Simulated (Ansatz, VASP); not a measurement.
Two plane-wave programs on ZnS

```
Zn S
1.0
     3.80874    0.00000    0.00000
    -1.90437    3.29846    0.00000
     0.00000    0.00000   12.46647
Zn S
4 4
Direct
  0.00000 0.00000 0.01014
  0.00000 0.00000 0.51014
  0.33333 0.66667 0.26010
  0.66667 0.33333 0.76010
  0.00000 0.00000 0.18724
  0.00000 0.00000 0.68724
  0.33333 0.66667 0.43758
  0.66667 0.33333 0.93758
```

Change from the starting cell: all Zn atoms moved +0.125 Å, as atom 1 along Cartesian [0 0 1].

Alike in both runs: task single point; functional r2SCAN; k mesh 6 × 6 × 2; occupations gaussian, width 0.05 eV; no spin polarisation.

|  | VASP | Ansatz |
| --- | --- | --- |
| version | VASP 6.6.1 | Ansatz 0.2.0 |
| potentials or method | VASP PAW PBE potentials, release 64 (Zn, S), cutoff 520 eV | scalar-relativistic, plane waves, PAW |
| valence electrons in the cell | 72 | 72 |

Ansatz gave:

- gap on the k mesh at the Fermi level (eV): 2.68
- least direct gap on the mesh (eV): 2.68
- pressure (GPa): 0.6
- traceless stress, the component that is largest in VASP (GPa): 4.43
- rms of the force components (eV/Å): 0.566

Estimate VASP's values.

gap on the k mesh at the Fermi level (eV): 2.69; least direct gap on the mesh (eV): 2.69; pressure (GPa): 0.6; traceless stress, the component that is largest in VASP (GPa): 4.50; rms of the force components (eV/Å): 0.574.

VASP's potentials were made for PBE, not for r2SCAN. Atom by atom the forces differ by 0.009 eV/Å (rms over components).
